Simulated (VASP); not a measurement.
# VO2 (P4_2/mnm) in VASP: further runs

VO2 is run at these levels: PBE; tasks: single point.

Everything below comes from runs of VASP 6.6.1. Logs are shortened: lines on timing, memory, paths and dates and some standing lists are left out, and cuts for length are marked.

**1. The cell of the first run**

It takes space group P4_2/mnm (No. 136, tetragonal). The conventional cell has a = 4.615 Å, b = 4.615 Å, c = 2.890 Å, α = 90.00°, β = 90.00°, γ = 90.00°. V (site symmetry mmm) has 6 O at 1.94 to 1.97 Å within 2.6 Å. Within 2.6 Å of O (site symmetry m2m) lie 3 V at 1.94 to 1.97 Å and 1 O at 2.59 Å.

**2. Single point, PBE, collinear spin, ferromagnetic start (10.26 Å³/atom)**

File INCAR:

```
PREC = Accurate ; ENCUT = 600
EDIFF = 1E-6 ; ISMEAR = -1
SIGMA = 0.05 ; LREAL = F
LASPH = T ; NELM = 200
ALGO = Normal ; ISIF = 2
LWAVE = F ; LCHARG = F
ISPIN = 2 ; MAGMOM = 1 1 0 0 0 0
LORBIT = 11 ; LMAXMIX = 4
GGA = PE ; NBANDS = 38
GGA_COMPAT = F ; KPAR = 4
```

File KPOINTS:

```
regular mesh
0
Gamma
  10 10 16
```

File POSCAR:

```
VO2
1.0
    4.6145358206      0.0000000000      0.0000000000
    0.0000000000      4.6145358206      0.0000000000
    0.0000000000      0.0000000000      2.8903411472
V O
2 4
Direct
    0.0000000000      0.0000000000      0.0000000000
    0.5000000000      0.5000000000      0.5000000000
    0.3018007701      0.3018007701      0.0000000000
    0.1981992299      0.8018007701      0.5000000000
    0.6981992299      0.6981992299      0.0000000000
    0.8018007701      0.1981992299      0.5000000000
```

Potentials or basis: VASP PAW PBE potentials, release 64 (V_sv, O).

On the command line:

```console
$ cat potpaw_PBE.64/V_sv/POTCAR potpaw_PBE.64/O/POTCAR > POTCAR
$ mpirun -np 4 vasp_std > vasp.out
```

OUTCAR:

```text
PREC = Accurate
   ENCUT = 600
   EDIFF = 1E-6
   ISMEAR = -1
   LREAL = F
   LASPH = T
   NELM = 200
   ISIF = 2
   ISPIN = 2
   LORBIT = 11
   GGA = PE

 ion  position               nearest neighbor table
   1  0.000  0.000  0.000-   4 1.94   6 1.94   4 1.94   6 1.94   5 1.97   3 1.97
   2  0.500  0.500  0.500-   3 1.94   5 1.94   3 1.94   5 1.94   4 1.97   6 1.97
   3  0.302  0.302  0.000-   2 1.94   2 1.94   1 1.97
   4  0.198  0.802  0.500-   1 1.94   1 1.94   2 1.97
   5  0.698  0.698  0.000-   2 1.94   2 1.94   1 1.97
   6  0.802  0.198  0.500-   1 1.94   1 1.94   2 1.97

  LATTYP: Found a simple tetragonal cell.
 ALAT       =     4.6145358206
 C/A-ratio  =     0.6263557722

  Lattice vectors:

 A1 = (   4.6145358206,   0.0000000000,   0.0000000000)
 A2 = (   0.0000000000,   4.6145358206,   0.0000000000)
 A3 = (   0.0000000000,   0.0000000000,   2.8903411472)

Analysis of symmetry for initial positions (statically):
=====================================================================
 Subroutine PRICEL returns:
 Original cell was already a primitive cell.

 Routine SETGRP: Setting up the symmetry group for a
 simple tetragonal supercell.

 Subroutine GETGRP returns: Found 16 space group operations
 (whereof  8 operations were pure point group operations)
 out of a pool of 16 trial point group operations.

The static configuration has the point symmetry D_2h.
 The point group associated with its full space group is D_4h.

Analysis of symmetry for dynamics (positions and initial velocities):
=====================================================================
 Subroutine PRICEL returns:
 Original cell was already a primitive cell.

 Routine SETGRP: Setting up the symmetry group for a
 simple tetragonal supercell.

 Subroutine GETGRP returns: Found 16 space group operations
 (whereof  8 operations were pure point group operations)
 out of a pool of 16 trial point group operations.

The dynamic configuration has the point symmetry D_2h.
 The point group associated with its full space group is D_4h.

Analysis of structural, dynamic, and magnetic symmetry:
=====================================================================
 Subroutine PRICEL returns:
 Original cell was already a primitive cell.

 Routine SETGRP: Setting up the symmetry group for a
 simple tetragonal supercell.

 Subroutine GETGRP returns: Found 16 space group operations
 (whereof  8 operations were pure point group operations)
 out of a pool of 16 trial point group operations.

The overall configuration has the point symmetry D_2h.
 The point group associated with its full space group is D_4h.

 Subroutine INISYM returns: Found 16 space group operations
 (whereof  8 operations are pure point group operations),
 and found     1 'primitive' translations

----------------------------------------------------------------------------------------

                                     Primitive cell

  volume of cell :      61.5468

  direct lattice vectors                    reciprocal lattice vectors
     4.614535821  0.000000000  0.000000000     0.216706520  0.000000000  0.000000000
     0.000000000  4.614535821  0.000000000     0.000000000  0.216706520  0.000000000
     0.000000000  0.000000000  2.890341147     0.000000000  0.000000000  0.345979920

  length of vectors
     4.614535821  4.614535821  2.890341147     0.216706520  0.216706520  0.345979920

  position of ions in fractional coordinates (direct lattice)
     0.000000000  0.000000000  0.000000000
     0.500000000  0.500000000  0.500000000
     0.301800770  0.301800770  0.000000000
     0.198199230  0.801800770  0.500000000
     0.698199230  0.698199230  0.000000000
     0.801800770  0.198199230  0.500000000

  ion indices of the primitive-cell ions
   primitive index   ion index
                 1           1
                 2           2
                 3           3
                 4           4
                 5           5
                 6           6

----------------------------------------------------------------------------------------

[... 31 lines left out ...]
  0.500000  0.000000  0.000000      2.000000
[... 16 lines left out ...]
  0.100000  0.000000  0.062500      8.000000
  0.200000  0.000000  0.062500      8.000000
 [... further k-points ...]
   k-points           NKPTS =    189   k-points in BZ     NKDIM =    189   number of bands    NBANDS=     38
   number of dos      NEDOS =    301   number of ions     NIONS =      6
   total plane-waves  NPLWV =  38400
   dimension x,y,z NGX =    40 NGY =   40 NGZ =   24
   dimension x,y,z NGXF=    80 NGYF=   80 NGZF=   48
   ions per type =               2   4
   NGX,Y,Z   is equivalent  to a cutoff of  14.41, 14.41, 13.80 a.u.
   NGXF,Y,Z  is equivalent  to a cutoff of  28.82, 28.82, 27.61 a.u.
 SYSTEM =  unknown system
   PREC   = accura    normal or accurate (medium, high low for compatibility)
   ISTART =      0    job   : 0-new  1-cont  2-samecut
   ICHARG =      2    charge: 1-file 2-atom 10-const
   ISPIN  =      2    spin polarized calculation?
   LNONCOLLINEAR =      F non collinear calculations
   LSORBIT =      F    spin-orbit coupling
   LASPH  =      T    aspherical Exc in radial PAW
   ENCUT  =  600.0 eV  44.10 Ry    6.64 a.u.   9.22  9.22  5.77*2*pi/ulx,y,z
   NELM   =    200;   NELMIN=  2; NELMDL= -5     # of ELM steps
   EDIFF  = 0.1E-05   stopping-criterion for ELM
   LREAL  =      F    real-space projection
   EDIFFG = 0.1E-04   stopping-criterion for IOM
   NSW    =      0    number of steps for IOM
   IBRION =     -1    ionic relax: 0-MD 1-quasi-New 2-CG
   NFREE  =      0    steps in history (QN), initial steepest desc. (CG)
   ISIF   =      2    stress and relaxation
   ISYM   =      2    0-nonsym 1-usesym 2-fastsym
   POTIM  = 0.5000    time-step for ionic-motion
   TEBEG  =    0.0;   TEEND  =   0.0 temperature during run
   PSTRESS=    0.0 pullay stress
   NELECT =      50.0000    total number of electrons
   NUPDOWN=      -1.0000    fix difference up-down
   EMIN   =  10.00;   EMAX   =-10.00  energy-range for DOS
   EFERMI =   0.00;   METHOD = LEGACY
   ISMEAR =    -1;   SIGMA  =   0.05  broadening in eV -4-tet -1-fermi 0-gaus
   EFERMI_NEDOS =   21; number of points for ismear=-14 and -15
   IALGO  =     38    algorithm
   IMIX   =      4    mixing-type and parameters
     AMIX     =   0.40;   BMIX     =  1.00
     AMIX_MAG =   1.60;   BMIX_MAG =  1.00
  volume/ion in A,a.u.               =      10.26        69.22
  Fermi-wavevector in a.u.,A,eV,Ry     =   1.527554  2.886658 31.748105  2.333420
  Thomas-Fermi vector in A             =   2.635434
   LORBIT       =     11    0 simple, 1 ext, 2 COOP (PROOUT), +10 PAW based schemes
   GGA     = PE    functional components
   LHFCALC =     F    Hartree Fock is set to
   AEXX    =    0.0000 exact exchange contribution
   IVDW    =     0    specifies the selected vdW correction
   LEPSILON=     F    determine dielectric tensor
   LRPA    =     F    only Hartree local field effects (RPA)
 spin polarized calculation
  energy-cutoff  :      600.00
  volume of cell :       61.55
 maximum number of plane-waves:      2076
 NGX is ok and might be reduce to    40
   NGX = 19   NGY = 19   NGZ = 11

 number of electron      50.0000009 magnetization       1.9993793

 Free energy of the ion-electron system (eV)
  ---------------------------------------------------
  ext. energy  EPLUGINS =         0.00000000
  ---------------------------------------------------
  free energy    TOTEN  =       -51.94498090 eV

  energy without entropy =      -51.91757621  energy(sigma->0) =      -51.93127855

 E-fermi :   5.7677     XC(G=0): -11.5392

 val. band max:        5.7625425299   @ k =   0.1000   0.0000   0.4375
 cond. band min:       5.7678105880   @ k =   0.1000   0.1000   0.1875
 fundamental gap:      0.0052680580
 Fermi energy:         5.7677166554

 spin component 1

 k-point     1 :       0.0000    0.0000    0.0000
  band No.  band energies     occupation
      1     -60.3224      1.00000
      2     -60.3151      1.00000
      3     -34.1306      1.00000
      4     -34.1306      1.00000
      5     -34.0768      1.00000
      6     -34.0608      1.00000
[... 949 lines left out ...]
     36      16.0868      0.00000
     37      16.4881      0.00000

 [... further k-points ...]

 spin component 2

 k-point     1 :       0.0000    0.0000    0.0000
  band No.  band energies     occupation
      1     -59.1988      1.00000
      2     -59.1909      1.00000
      3     -33.0142      1.00000
      4     -33.0142      1.00000
      5     -33.0027      1.00000
      6     -32.9854      1.00000
[... 949 lines left out ...]
     36      16.3019      0.00000
     37      16.7600      0.00000

 [... further k-points ...]

 [bands above 37 left out]

------------------------ aborting loop because EDIFF is reached ----------------------------------------

  FORCE on cell =-STRESS in cart. coord.  units (eV):
  Direction    XX          YY          ZZ          XY          YZ          ZX
  --------------------------------------------------------------------------------------
  -------------------------------------------------------------------------------------
  Total       -2.0002367     -2.0002367     -3.3300953      0.0000000      0.0000000      0.0000000
  in kB      -52.0699088    -52.0699088    -86.6886216      0.0000000      0.0000000      0.0000000
  external PRESSURE =     -63.6094797 kB  Pullay stress =       0.0000000 kB

 VOLUME and BASIS-vectors are now :
 -----------------------------------------------------------------------------
  energy-cutoff  :      600.00
  volume of cell :       61.55
      direct lattice vectors                 reciprocal lattice vectors
     4.614535821  0.000000000  0.000000000     0.216706520  0.000000000  0.000000000
     0.000000000  4.614535821  0.000000000     0.000000000  0.216706520  0.000000000
     0.000000000  0.000000000  2.890341147     0.000000000  0.000000000  0.345979920

 POSITION                                       TOTAL-FORCE (eV/Angst)
 -----------------------------------------------------------------------------------
      0.00000      0.00000      0.00000        -0.000000     -0.000000     -0.000000
      2.30727      2.30727      1.44517        -0.000000     -0.000000     -0.000000
      1.39267      1.39267      0.00000        -0.021129     -0.021129      0.000000
      0.91460      3.69994      1.44517         0.021129     -0.021129     -0.000000
      3.22187      3.22187      0.00000         0.021129      0.021129     -0.000000
      3.69994      0.91460      1.44517        -0.021129      0.021129     -0.000000
 -----------------------------------------------------------------------------------
    total drift:                                0.000000     -0.000000     -0.000000

  FREE ENERGIE OF THE ION-ELECTRON SYSTEM (eV)
  ---------------------------------------------------
  free  energy   TOTEN  =       -51.9449808989 eV

  energy  without entropy=      -51.9175762094  energy(sigma->0) =      -51.93127855

 total charge

# of ion       s       p       d       tot
------------------------------------------
    1        2.270   6.310   2.860  11.440
    2        2.270   6.310   2.860  11.440
    3        1.567   3.459   0.000   5.026
    4        1.567   3.459   0.000   5.026
    5        1.567   3.459   0.000   5.026
    6        1.567   3.459   0.000   5.026
--------------------------------------------------
tot         10.810  26.456   5.720  42.987

 magnetization (x)

# of ion       s       p       d       tot
------------------------------------------
    1        0.013   0.012   1.040   1.065
    2        0.013   0.012   1.040   1.065
    3       -0.002  -0.059   0.000  -0.061
    4       -0.002  -0.059   0.000  -0.061
    5       -0.002  -0.059   0.000  -0.061
    6       -0.002  -0.059   0.000  -0.061
--------------------------------------------------
tot          0.018  -0.211   2.080   1.887
```

Run time: 6.8 min. Hardware: 4 MPI ranks of Intel Xeon Platinum 8259CL at 2.50GHz (Skylake/Cascade Lake), shared host; peak memory 0.75 GiB.

What came out:

```yaml
Free_energy: -51.9450 eV
Pressure: -6.4 GPa
Largest_force: 0.030 eV/Å
Band_gap_on_the_k_mesh: zero (filled and empty bands overlap)
Net_moment: 2.00 μB per cell
Site_moments: V +1.06; O -0.06 μB
Valence_electrons_inside_the_program's_atomic_spheres: V 11.44; O 5.03
```

Forces in eV/Å, atoms in the order of the input:
```
V    0.000  0.000  0.000
V    0.000  0.000  0.000
O   -0.021 -0.021  0.000
O    0.021 -0.021  0.000
O    0.021  0.021  0.000
O   -0.021  0.021  0.000
```

Stress tensor (GPa, compression positive):
```
-5.21  0.00  0.00
 0.00 -5.21  0.00
 0.00  0.00 -8.67
```

Caveat: the cell stands under tension; semilocal functionals often make such compounds metallic where correlation or magnetic order opens a gap, which also shifts bond lengths.

(Part 1 of 2 ends here.)
